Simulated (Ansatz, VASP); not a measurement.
**BN in VASP and in Ansatz**

```
B N
1.0
     2.54395    0.00000    0.00000
    -1.27197    2.20313    0.00000
     0.00000    0.00000    4.16574
B N
2 2
Direct
  0.33333 0.66667 0.00020
  0.66667 0.33333 0.50020
  0.33333 0.66667 0.37480
  0.66667 0.33333 0.87480
```

Change from the starting cell: uniaxial_z strain -1.0%.

Alike in both runs: task single point; functional HSE06; k mesh 9 × 9 × 4; no spin polarisation.

|  | VASP | Ansatz |
| --- | --- | --- |
| version | VASP 6.6.1 | Ansatz 0.2.0 |
| potentials or method | VASP PAW PBE potentials, release 64 (B, N) | plane waves, PAW |
| plane-wave cutoff (eV) | 520 | 420 |
| occupations | gaussian, width 0.01 eV | fixed |
| valence electrons in the cell | 16 | 16 |

|  | VASP | Ansatz | Ansatz less VASP |
| --- | --- | --- | --- |
| gap on the k mesh at the Fermi level (eV) | 6.53 | 6.55 | +0.020 |
| pressure (GPa) | 0.1 | -0.4 | -0.53 |
| traceless stress, the component that is largest in VASP (GPa) | 6.61 | 6.59 | -0.018 |
| rms of the force components (eV/Å) | 0.012 | 0.012 | +0.0003 |

Atom by atom the forces differ by 0.000 eV/Å (rms over components). Ansatz's warnings: stress exchange threshold loose, stress scf threshold loose.
